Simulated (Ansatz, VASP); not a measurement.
## Ga: VASP beside Ansatz

Contents of INCAR:

```
ALGO = Fast
EDIFF = 1E-6
ENCUT = 520
GGA = CA
ISIF = 2
ISMEAR = 0
LASPH = T
LCHARG = F
LREAL = F
LWAVE = F
NBANDS = 12
NELM = 60
PREC = Accurate
SIGMA = 0.15
```

KPOINTS

```
k-points
0
Gamma
  26 26 26
```

POSCAR

```
Ga
1.0
   -1.4040000000      1.4040000000      2.2290000000
    1.4040000000     -1.4040000000      2.2290000000
    1.4040000000      1.4040000000     -2.2290000000
Ga
1
Direct
    0.0000000000      0.0000000000      0.0000000000
```

Input for Ansatz:

```yaml
crystal:
  lattice:
    - [-1.404, 1.404, 2.229]
    - [1.404, -1.404, 2.229]
    - [1.404, 1.404, -2.229]
  atoms:
    - { symbol: Ga, position: [0.0, 0.0, 0.0] }
basis:
  ecutwfc: 420
kpoints:
  mp_grid: { grid: [26, 26, 26] }
hamiltonian:
  xc: lda
scf:
  occupations: { method: gaussian, width: 0.15 }
output:
  forces: true
  stress: true
  eigenvalues: true
```

Alike in both runs: task single point; functional LDA; k mesh 26 × 26 × 26; occupations gaussian, width 0.15 eV; no spin polarisation.

```csv
,VASP,Ansatz
version,VASP 6.6.1,Ansatz 0.2.0
potentials or method,"VASP PAW LDA potentials, release 64 (Ga_d), cutoff 520 eV","scalar-relativistic, plane waves, PAW"
valence electrons in the cell,13,13
```

```tsv
	VASP	Ansatz	Ansatz less VASP
gap on the k mesh at the Fermi level (eV)	none	none	-
pressure (GPa)	-1.4	-1.6	-0.17
```

LDA's correlation is that of Perdew and Zunger in VASP and of Perdew and Wang (1992) in Ansatz. A gap of «none» marks a metal or a gap that the smearing closes.
